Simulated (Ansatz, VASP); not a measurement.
**Two plane-wave programs on Ta2Si**

```
Ta Si
1.0
    -3.04636    3.04636    2.50475
     3.04636   -3.04636    2.50475
     3.04636    3.04636   -2.50475
Ta Si
4 2
Direct
  0.66295 0.83705 0.50000
  0.83705 0.33705 0.17410
  0.33705 0.16295 0.50000
  0.16295 0.66295 0.82590
  0.25000 0.25000 0.00000
  0.75000 0.75000 0.00000
```

Alike in both runs: functional LDA; k mesh 10 × 10 × 10; occupations gaussian, width 0.1 eV; no spin polarisation.

Ansatz relaxed the structure, and its values are those at the end. VASP's run is a single point on that final structure, the one shown.

|  | VASP | Ansatz |
| --- | --- | --- |
| version | VASP 6.6.1 | Ansatz 0.2.0 |
| potentials or method | VASP PAW LDA potentials, release 64 (Ta_pv, Si), cutoff 520 eV | scalar-relativistic, plane waves, PAW |
| valence electrons in the cell | 52 | 60 |

|  | VASP | Ansatz | Ansatz less VASP |
| --- | --- | --- | --- |
| gap on the k mesh at the Fermi level (eV) | none | none | - |
| pressure (GPa) | 0.9 | 0.0 | -0.89 |

LDA's correlation is that of Perdew and Zunger in VASP and of Perdew and Wang (1992) in Ansatz. A gap of «none» marks a metal or a gap that the smearing closes. VASP's potentials hold 52 valence electrons a cell and Ansatz's 60, so a difference there can come from the potentials and not from the codes.

Neither program's run includes spin-orbit coupling.
